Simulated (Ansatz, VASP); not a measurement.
One calculation of Be2Se, two programs

```
Be Se
1.0
     3.45282    0.00000    0.00000
    -1.72641    2.99023    0.00000
     0.00000    0.00000    8.09325
Be Se
4 2
Cartesian
  0.0000 1.9935 4.6788
  1.7264 0.9967 0.6322
  0.0000 1.9935 7.4611
  1.7264 0.9967 3.4145
  0.0000 1.9935 2.0233
  1.7264 0.9967 6.0699
```

Alike in both runs: functional PBE; k mesh 12 × 12 × 6; occupations gaussian, width 0.1 eV; no spin polarisation.

Ansatz relaxed the structure, and its values are those at the end. VASP's run is a single point on that final structure, the one shown.

```csv
,VASP,Ansatz
version,VASP 6.6.1,Ansatz 0.2.0
potentials or method,"VASP PAW PBE potentials, release 64 (Be, Se), cutoff 520 eV","scalar-relativistic, plane waves, PAW"
valence electrons in the cell,20,40
```

```tsv
	VASP	Ansatz	Ansatz less VASP
gap on the k mesh at the Fermi level (eV)	none	none	-
pressure (GPa)	0.1	0.0	-0.10
```

A gap of «none» marks a metal or a gap that the smearing closes. With one functional, cell and mesh, what is left measures potentials, basis and numerics. VASP's potentials hold 20 valence electrons a cell and Ansatz's 40, so a difference there can come from the potentials and not from the codes.
